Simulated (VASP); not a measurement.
# C (a cell with a defect) in VASP: further runs, part 2 of 2

VASP 6.6.1. Earlier steps stand in the parts before.

## 5. Single point, PBE (atom 11 moved 0.250 of the way to it and -0.175 Å across, host rigid)

Input file INCAR:

```
SYSTEM = C
PREC     = Accurate       ! precision mode
ENCUT    = 520            ! plane-wave cutoff, eV
EDIFF    = 1E-6           ! SCF threshold, eV
ISMEAR   = 0              ! smearing method
SIGMA    = 0.05           ! smearing width, eV
LREAL    = Auto         
LASPH    = .TRUE.         ! aspherical terms in the spheres
NELM     = 60             ! most SCF steps
ALGO     = Normal         ! electronic algorithm
ISIF     = 2              ! what is computed and relaxed
LWAVE    = .FALSE.        ! write WAVECAR
LCHARG   = .FALSE.        ! write CHGCAR
GGA      = PE             ! functional
NBANDS   = 43             ! bands
```

Input file KPOINTS:

```
regular mesh
0
G
  6 6 6
  0 0 0
```

Input file POSCAR:

```
C
1.0
    3.5715485858      0.0000000000     -3.5715485858
    0.0000000000      3.5715485858     -3.5715485858
    3.5715485858      3.5715485858      0.0000000000
C
15
Direct
    0.2500000000      0.2500000000      0.2500000000
    0.2500000000      0.7500000000      0.7500000000
    0.2500000000      0.7500000000      0.2500000000
    0.7500000000      0.2500000000      0.7500000000
    0.7500000000      0.2500000000      0.2500000000
    0.7500000000      0.7500000000      0.7500000000
    0.7500000000      0.7500000000      0.2500000000
    0.1250000000      0.1250000000      0.1250000000
    0.1250000000      0.1250000000      0.6250000000
    0.1250000000      0.6250000000      0.1250000000
    0.1962569881      0.5312500000      0.6362465060
    0.6250000000      0.1250000000      0.1250000000
    0.6250000000      0.1250000000      0.6250000000
    0.6250000000      0.6250000000      0.1250000000
    0.6250000000      0.6250000000      0.6250000000
```

Potentials or basis: VASP PAW PBE potentials, release 64 (C).

Started as:

```
$ cat potpaw_PBE.64/C/POTCAR > POTCAR
$ mpirun -np 1 vasp_std > vasp.out
```

OUTCAR:

```text
SYSTEM = C
   PREC = Accurate
   ENCUT = 520
   EDIFF = 1E-6
   ISMEAR = 0
   LREAL = Auto
   LASPH = .TRUE.
   NELM = 60
   ISIF = 2
   GGA = PE

 ion  position               nearest neighbor table
   1  0.250  0.250  0.250-   8 1.55   9 1.55  10 1.55  12 1.55
   2  0.250  0.750  0.750-   9 1.55  10 1.55  15 1.55  11 1.65
   3  0.250  0.750  0.250-   8 1.55  10 1.55  14 1.55  11 1.65
   4  0.750  0.250  0.750-   9 1.55  12 1.55  13 1.55  15 1.55
   5  0.750  0.250  0.250-   8 1.55  12 1.55  13 1.55  14 1.55
   6  0.750  0.750  0.750-  13 1.55  14 1.55  15 1.55  11 1.87
   7  0.750  0.750  0.250-  10 1.55  12 1.55  14 1.55  15 1.55
   8  0.125  0.125  0.125-   1 1.55   3 1.55   5 1.55
   9  0.125  0.125  0.625-   1 1.55   2 1.55   4 1.55
  10  0.125  0.625  0.125-   1 1.55   2 1.55   3 1.55   7 1.55
  11  0.196  0.531  0.636-   2 1.65   3 1.65   6 1.87
  12  0.625  0.125  0.125-   1 1.55   4 1.55   5 1.55   7 1.55
  13  0.625  0.125  0.625-   4 1.55   5 1.55   6 1.55
  14  0.625  0.625  0.125-   3 1.55   5 1.55   6 1.55   7 1.55
  15  0.625  0.625  0.625-   2 1.55   4 1.55   6 1.55   7 1.55

[... 1304 lines left out ...]
  Direction    XX          YY          ZZ          XY          YZ          ZX
  --------------------------------------------------------------------------------------
  -------------------------------------------------------------------------------------
  Total       -6.6170203     -6.6170203     -1.2277392      5.4766360      5.1953423     -5.1953417
  in kB     -116.3518690   -116.3518690    -21.5882301     96.2996657     91.3534742    -91.3534638
  external PRESSURE =     -84.7639894 kB  Pullay stress =       0.0000000 kB

 VOLUME and BASIS-vectors are now :
 -----------------------------------------------------------------------------
  energy-cutoff  :      520.00
  volume of cell :       91.12
      direct lattice vectors                 reciprocal lattice vectors
     3.571548586  0.000000000 -3.571548586     0.139995296 -0.139995296 -0.139995296
     0.000000000  3.571548586 -3.571548586    -0.139995296  0.139995296 -0.139995296
     3.571548586  3.571548586  0.000000000     0.139995296  0.139995296  0.139995296

 POSITION                                       TOTAL-FORCE (eV/Angst)
 -----------------------------------------------------------------------------------
      1.78577      1.78577     -1.78577        -0.059226      0.059226     -0.900615
      3.57155      5.35732     -3.57155         1.936922     -0.686222     -0.121355
      1.78577      3.57155     -3.57155         0.686222     -1.936922     -0.121355
      5.35732      3.57155     -3.57155         0.170781      0.647608     -0.355001
      3.57155      1.78577     -3.57155        -0.647608     -0.170781     -0.355001
      5.35732      5.35732     -5.35732        -0.027219      0.027219      1.674193
      3.57155      3.57155     -5.35732        -0.031107      0.031107      0.019667
      0.89289      0.89289     -0.89289         2.349975      2.398397      2.748588
      2.67866      2.67866     -0.89289        -2.398397     -2.349975      2.748588
      0.89289      2.67866     -2.67866        -0.021610      0.021610     -0.041645
      2.97333      4.16977     -2.59833        -4.125046      4.125046     -1.340686
      2.67866      0.89289     -2.67866         0.069617     -0.069617      0.118220
      4.46444      2.67866     -2.67866         1.727496     -1.727496     -2.770997
      2.67866      2.67866     -4.46444        -0.278708     -0.647910     -0.651300
      4.46444      4.46444     -4.46444         0.647910      0.278708     -0.651300
 -----------------------------------------------------------------------------------
    total drift:                               -0.001632      0.001632     -0.000099

  FREE ENERGIE OF THE ION-ELECTRON SYSTEM (eV)
  ---------------------------------------------------
  free  energy   TOTEN  =      -128.3804494488 eV

  energy  without entropy=     -128.3775510508  energy(sigma->0) =     -128.37900025
```

OSZICAR:

```text
N       E                     dE             d eps       ncg     rms          rms(c)
DAV:   1     0.169546342399E+03    0.16955E+03   -0.31847E+04  5848   0.136E+03
DAV:   2    -0.118602247782E+03   -0.28815E+03   -0.27488E+03  7192   0.262E+02
DAV:   3    -0.132190085966E+03   -0.13588E+02   -0.13434E+02  7560   0.533E+01
DAV:   4    -0.132393335147E+03   -0.20325E+00   -0.20211E+00  7656   0.671E+00
DAV:   5    -0.132397157107E+03   -0.38220E-02   -0.38186E-02  7576   0.906E-01    0.141E+01
DAV:   6    -0.129236499896E+03    0.31607E+01   -0.35144E+00  7533   0.863E+00    0.821E+00
DAV:   7    -0.128403263382E+03    0.83324E+00   -0.21354E+00  7144   0.657E+00    0.307E+00
DAV:   8    -0.128376596328E+03    0.26667E-01   -0.17589E-01  7312   0.201E+00    0.139E+00
DAV:   9    -0.128380101019E+03   -0.35047E-02   -0.34948E-02  7312   0.959E-01    0.433E-01
DAV:  10    -0.128380286900E+03   -0.18588E-03   -0.54022E-03  7272   0.362E-01    0.150E-01
DAV:  11    -0.128380411139E+03   -0.12424E-03   -0.66223E-04  7304   0.132E-01    0.335E-02
DAV:  12    -0.128380437544E+03   -0.26405E-04   -0.71323E-05  7320   0.434E-02    0.191E-02
DAV:  13    -0.128380446823E+03   -0.92792E-05   -0.85775E-06  7424   0.154E-02    0.803E-03
DAV:  14    -0.128380449310E+03   -0.24868E-05   -0.26558E-06  5872   0.965E-03    0.183E-03
DAV:  15    -0.128380449449E+03   -0.13918E-06   -0.30899E-07  4320   0.314E-03
   1 F= -.12838045E+03 E0= -.12837900E+03  d E =-.289840E-02
```

Wall time 5.3 min (1 thread of Intel Xeon Platinum 8488C (Sapphire Rapids), shared host); peak memory 0.32 GiB.

What came out:

```yaml
Free_energy: -128.3804 eV
Pressure: -8.5 GPa
Largest_force: 5.986 eV/Å
Band_gap_on_the_k_mesh: zero (band 30 reaches 11.23 eV, above the bottom of band 31 at 8.97 eV)
```

Forces in eV/Å, atoms in the order of the input:
```
C   -0.059  0.059 -0.901
C    1.937 -0.686 -0.121
C    0.686 -1.937 -0.121
C    0.171  0.648 -0.355
C   -0.648 -0.171 -0.355
C   -0.027  0.027  1.674
C   -0.031  0.031  0.020
C    2.350  2.398  2.749
C   -2.398 -2.350  2.749
C   -0.022  0.022 -0.042
C   -4.125  4.125 -1.341
C    0.070 -0.070  0.118
C    1.727 -1.727 -2.771
C   -0.279 -0.648 -0.651
C    0.648  0.279 -0.651
```

Stress tensor (GPa, compression positive):
```
-11.64   9.63  -9.14
  9.63 -11.64   9.14
 -9.14   9.14  -2.16
```

Caveat: the cell differs from its parent crystal (atom 11 moved 0.250 of the way to it and -0.175 Å across, host rigid).
